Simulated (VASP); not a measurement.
Here is a VASP 6.6.1 calculation.

The input INCAR:

```
  ALGO = Normal
  EDIFF = 1E-6
  EDIFFG = -0.04
  ENCUT = 600
  GGA = PE
  IBRION = 2
  ISIF = 3
  ISMEAR = 0
  LASPH = T
  LCHARG = F
  LREAL = F
  LWAVE = F
  NELM = 100
  NSW = 90
  PREC = Accurate
  SIGMA = 0.1
```

KPOINTS

```
k-points
0
Gamma
  4 4 2
```

The input POSCAR:

```
Ge3P4
1.0
    4.3013015500      0.0000000000      0.0000000000
    0.0000000000      4.3013015500      0.0000000000
    0.0000000000      0.0000000000      7.6550020700
Ge P
3 4
Direct
    0.0000000000      0.5000000000      0.0000000000
    0.5000000000      0.0000000000      0.0000000000
    0.0000000000      0.0000000000      0.5000000000
    0.0000000000      0.5000000000      0.5000000000
    0.5000000000      0.0000000000      0.5000000000
    0.5000000000      0.5000000000      0.0000000000
    0.5000000000      0.5000000000      0.5000000000
```

Potentials or basis: VASP PAW PBE potentials, release 64 (Ge_d, P).

Command:

```sh
$ cat potpaw_PBE.64/Ge_d/POTCAR potpaw_PBE.64/P/POTCAR > POTCAR
$ mpirun -np 1 vasp_std > vasp.out
```

(1) What does it give for the space group after relaxing (to 0.1 Å)?

(2) Estimate the relaxed volume.

(3) What does it give for the relaxed cell?

Answers

(1) P4/mmm (No. 123).

(2) 18.25 Å³/atom.

(3) a = 4.997 Å, b = 4.997 Å, c = 5.115 Å, α = 90.00°, β = 90.00°, γ = 90.00°.

Caveat: the k points lie up to 0.61 Å⁻¹ apart in the final cell, too coarse for converged energies and pressures of a metal; a cell axis changed by over 15 % at a fixed basis, so the end point is rough.
